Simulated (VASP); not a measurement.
B3Ir, 4 atoms in the cell. Symmetry: Pm-3m, No. 221, cubic system. The conventional cell has a = 3.236 Å, b = 3.236 Å, c = 3.236 Å, α = 90.00°, β = 90.00°, γ = 90.00°. Within 3.0 Å of B (site symmetry 4/mmm) lie 8 B at 2.29 Å and 4 Ir at 2.29 Å. Within 3.0 Å of Ir (site symmetry m-3m) lie 12 B at 2.29 Å. 

- Program: VASP 6.6.1
- Task: single point
- Functional: PBE
- Potentials or basis: VASP PAW PBE potentials, release 64 (B, Ir)
- Cutoff: 520 eV
- k mesh: 14 × 14 × 14
- Occupations: gaussian, width 0.1 eV
- Spin: no spin polarisation
- Dipole correction: no
- Further INCAR settings: ALGO = Normal; EDIFF = 1e-06; NBANDS = 17

Potentials or basis: VASP PAW PBE potentials, release 64 (B, Ir).

Launch:

```console
$ cat potpaw_PBE.64/B/POTCAR potpaw_PBE.64/Ir/POTCAR > POTCAR
$ mpirun -np 1 vasp_std > vasp.out
```

Hardware: 1 thread of AMD EPYC 7R43 64-Core Processor (Zen 3) (shared host).

Task: Estimate the wall time of this run.

Result: Run time: 49 s on 1 thread of AMD EPYC 7R43 64-Core Processor (Zen 3), on a shared host, peak memory 0.15 GiB. Counts: scf iterations 12, k points 120.
